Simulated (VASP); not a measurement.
Wanted: the native input for a VASP 6.6.1 run.

```yaml
Task: single point
Functional: PBE
Potentials_or_basis: VASP PAW PBE potentials, release 64 (Mg, O)
Cutoff: 520 eV
k_mesh: 10 × 10 × 10
Occupations: fermi-dirac, width 0.02 eV
Spin: no spin polarisation
Dipole_correction: no
Further_INCAR_settings: ALGO = Normal; EDIFF = 1e-06; NBANDS = 11
```

The structure of MgO lies in POSCAR:

```
MgO
1.0
    0.0000000000      2.2934156900      2.2658002208
    2.2934156900      0.0000000000      2.2658002208
    2.2934156900      2.2934156900      0.0000000000
Mg O
1 1
Direct
    0.0000000000      0.0000000000      0.0000000000
    0.2500000000      0.2500000000      0.2500000000
```

This cell differs from its parent crystal: epitaxial xy strain +0.5%.

The input as run:

INCAR

```
PREC     = Accurate       # precision mode
ENCUT    = 520            # plane-wave cutoff, eV
EDIFF    = 1E-6           # SCF threshold, eV
ISMEAR   = -1             # smearing method
SIGMA    = 0.02           # smearing width, eV
LREAL    = False          # projectors in reciprocal space
LASPH    = True           # aspherical terms in the spheres
NELM     = 60             # most SCF steps
ALGO     = Normal         # electronic algorithm
ISIF     = 2              # what is computed and relaxed
LWAVE    = False          # write WAVECAR
LCHARG   = False          # write CHGCAR
GGA      = PE             # functional
NBANDS   = 11             # bands
```

KPOINTS

```
Automatic mesh
0
Gamma
  10 10 10
```

Potentials or basis: VASP PAW PBE potentials, release 64 (Mg, O).

Command:

```bash
$ cat potpaw_PBE.64/Mg/POTCAR potpaw_PBE.64/O/POTCAR > POTCAR
$ mpirun -np 1 vasp_std > vasp.out
```

It gave:

| Quantity | Value |
| --- | --- |
| Pressure | 3.1 GPa |
| Band gap on the k mesh | 3.61 eV, direct |

Caveat: the cell differs from its parent crystal (epitaxial xy strain +0.5%).

Run time: 19 s on 1 thread of Intel(R) Xeon(R) Platinum 8259CL CPU @ 2.50GHz (Skylake/Cascade Lake) (shared host), peak memory 0.15 GiB.
